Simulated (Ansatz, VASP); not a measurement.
## AlN in VASP and in Ansatz

```
CELL_PARAMETERS angstrom
3.23824 0.00000 0.00000
-1.61912 2.80440 0.00000
0.00000 0.00000 4.98342
ATOMIC_POSITIONS crystal
Al 0.33333 0.66667 0.00151
Al 0.66667 0.33333 0.50151
N 0.33333 0.66667 0.38349
N 0.66667 0.33333 0.88349
```

Change from the starting cell: strain +0.040 along x and y, +0.000 along z, atoms carried along.

Alike in both runs: task single point; functional PBEsol; k mesh 12 × 12 × 6; occupations gaussian, width 0.05 eV; no spin polarisation.

```csv
,VASP,Ansatz
version,VASP 6.6.1,Ansatz 0.2.0
potentials or method,"VASP PAW PBE potentials, release 64 (Al, N), cutoff 600 eV","scalar-relativistic, plane waves, PAW"
valence electrons in the cell,16,16
```

|  | VASP | Ansatz | Ansatz less VASP |
| --- | --- | --- | --- |
| gap on the k mesh at the Fermi level (eV) | 3.35 | 3.34 | -0.011 |
| least direct gap on the mesh (eV) | 3.35 | 3.34 | -0.011 |
| pressure (GPa) | -13.7 | -13.5 | +0.27 |
| traceless stress, the component that is largest in VASP (GPa) | 9.00 | 8.90 | -0.102 |
| rms of the force components (eV/Å) | 0.193 | 0.189 | -0.0039 |

VASP's potentials were made for PBE, not for PBEsol. Atom by atom the forces differ by 0.004 eV/Å (rms over components). The functional is the same, so the differences come from potentials, cutoffs and numerics.
